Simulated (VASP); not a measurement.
Crystal: BeTeS4.

```
CELL_PARAMETERS angstrom
4.02533 -4.03912 0.00000
4.02533 4.03912 0.00000
0.00000 0.00000 3.72660
ATOMIC_POSITIONS crystal
Be 0.50000 0.50000 0.50000
Te 0.00000 0.00000 0.00000
S 0.20337 0.20337 0.50000
S 0.79663 0.79663 0.50000
S 0.68597 0.31403 0.00000
S 0.31403 0.68597 0.00000
```

The cell was built from a structure type or drawn by symmetry, and may not be a known phase.

* Program: VASP 6.6.1
* Task: relaxation of cell and atoms
* Functional: PBE
* Potentials or basis: VASP PAW PBE potentials, release 64 (Be, Te, S)
* Cutoff: 600 eV
* k mesh: 2 × 2 × 3
* Occupations: gaussian, width 0.15 eV
* Spin: no spin polarisation

At the start: pressure 0.4 GPa; volume 20.20 Å³/atom.

Question: Where does the relaxation end?

Answer: Over 9 steps the energy falls by 102.8 meV/atom and the volume is 19.97 Å³/atom (-1.1 %); space group Cmmm (No. 65, to 0.1 Å) before and after.

Step by step:
| step | energy change (eV) | largest force (eV/Å) | pressure (GPa) | volume (Å³) |
| --- | --- | --- | --- | --- |
| 1 | 0.0000 | 1.2840 | 0.42 | 121.18 |
| 2 | -0.3677 | 1.2208 | -0.98 | 122.00 |
| 3 | -0.4000 | 0.7546 | -1.38 | 122.97 |
| 4 | -0.4875 | 1.0439 | -1.75 | 122.63 |
| 5 | -0.5864 | 0.3015 | 0.97 | 118.46 |
| 6 | -0.5950 | 0.2766 | 0.23 | 119.35 |
| 7 | -0.6132 | 0.1397 | -0.16 | 120.16 |
| 8 | -0.6132 | 0.1313 | -0.18 | 120.20 |
| 9 | -0.6166 | 0.0678 | 0.16 | 119.84 |

Final structure:
```cif
data_structure
_symmetry_space_group_name_H-M 'P 1'
_symmetry_Int_Tables_number 1
_cell_length_a 5.6607
_cell_length_b 5.6607
_cell_length_c 3.7554
_cell_angle_alpha 90.000
_cell_angle_beta 90.000
_cell_angle_gamma 84.793
_cell_volume 119.84
loop_
_atom_site_label
_atom_site_type_symbol
_atom_site_fract_x
_atom_site_fract_y
_atom_site_fract_z
_atom_site_occupancy
Be1 Be 0.50000 0.50000 0.50000 1
Te1 Te 0.00000 0.00000 0.00000 1
S1 S 0.21638 0.21638 0.50000 1
S2 S 0.78362 0.78362 0.50000 1
S3 S 0.66048 0.33952 0.00000 1
S4 S 0.33952 0.66048 0.00000 1
```

Caveat: the k points lie up to 0.56 Å⁻¹ apart in the final cell, too coarse for converged energies and pressures of a metal; the relaxation stopped at a loose force limit of 0.08 eV/Å, so its end isn't a converged minimum.
